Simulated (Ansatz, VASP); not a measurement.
# One calculation of MgSiH2O4, two programs

The input INCAR:

```
SYSTEM = MgSiH2O4
PREC     = Accurate       ! precision mode
ENCUT    = 600            ! plane-wave cutoff, eV
EDIFF    = 1E-6           ! SCF threshold, eV
ISMEAR   = 0              ! smearing method
SIGMA    = 0.02           ! smearing width, eV
LREAL    = .False.        ! projectors in reciprocal space
LASPH    = .True.         ! aspherical terms in the spheres
NELM     = 60             ! most SCF steps
ALGO     = Normal         ! electronic algorithm
ISIF     = 3              ! what is computed and relaxed
LWAVE    = .False.        ! write WAVECAR
LCHARG   = .False.        ! write CHGCAR
GGA      = PE             ! functional
IBRION   = 2              ! ionic algorithm
NSW      = 100            ! ionic steps
EDIFFG   = -0.01          ! ionic threshold
```

The input KPOINTS:

```
Automatic mesh
0
Gamma
  6 8 6
  0 0 0
```

Contents of POSCAR:

```
MgSiH2O4
1.0
    4.3350540000      0.0000000000      0.0000000000
    0.0000000000      2.8596080000      0.0000000000
   -0.2798850000      0.0000000000      4.7929770000
Mg Si H O
1 1 2 4
Direct
    0.5003580000      0.5000000000      0.4753870000
    0.0009840000      0.0000000000      0.0024690000
    0.9785170000      0.0000000000      0.5169080000
    0.4653540000      0.5000000000      0.9714580000
    0.2237060000      0.0000000000      0.3090920000
    0.2480940000      0.5000000000      0.8594230000
    0.8025930000      0.0000000000      0.6586460000
    0.7718940000      0.5000000000      0.1064160000
```

Input for Ansatz:

```yaml
crystal:
  lattice:
    - [4.335054, 0.0, 0.0]
    - [0.0, 2.859608, 0.0]
    - [-0.279885, 0.0, 4.792977]
  atoms:
    - { symbol: Mg, position: [0.500358, 0.5, 0.475387] }
    - { symbol: Si, position: [0.000984, 0.0, 0.002469] }
    - { symbol: H, position: [0.978517, 0.0, 0.516908] }
    - { symbol: H, position: [0.465354, 0.5, 0.971458] }
    - { symbol: O, position: [0.223706, 0.0, 0.309092] }
    - { symbol: O, position: [0.248094, 0.5, 0.859423] }
    - { symbol: O, position: [0.802593, 0.0, 0.658646] }
    - { symbol: O, position: [0.771894, 0.5, 0.106416] }
basis:
  ecutwfc: 420
kpoints:
  mp_grid: { grid: [6, 8, 6] }
hamiltonian:
  xc: pbe
scf:
  occupations: { method: gaussian, width: 0.02 }
output:
  forces: true
  stress: true
  eigenvalues: true
relax:
  adjacent_minimum: "off"
  f_tol: 0.01
  max_steps: 80
  cell: { stress_tol: 0.05 }
```

Alike in both runs: task relaxation of cell and atoms; functional PBE; k mesh 6 × 8 × 6; occupations gaussian, width 0.02 eV; no spin polarisation.

|  | VASP | Ansatz |
| --- | --- | --- |
| version | VASP 6.6.1 | Ansatz 0.2.0 |
| potentials or method | VASP PAW PBE potentials, release 64 (Mg, Si, H, O), cutoff 600 eV | scalar-relativistic, plane waves, PAW |
| valence electrons in the cell | 32 | 40 |

|  | VASP | Ansatz | Ansatz less VASP |
| --- | --- | --- | --- |
| gap on the k mesh at the Fermi level, each at its own relaxed structure (eV) | 4.79 | 4.76 | -0.029 |
| relaxed volume (Å³/atom) | 7.42 | 7.48 | +0.055 |
| relaxed cell length with the largest relative difference (Å) | 4.336 | 4.353 | +0.0170 |

VASP's potentials hold 32 valence electrons a cell and Ansatz's 40, so a difference there can come from the potentials and not from the codes.
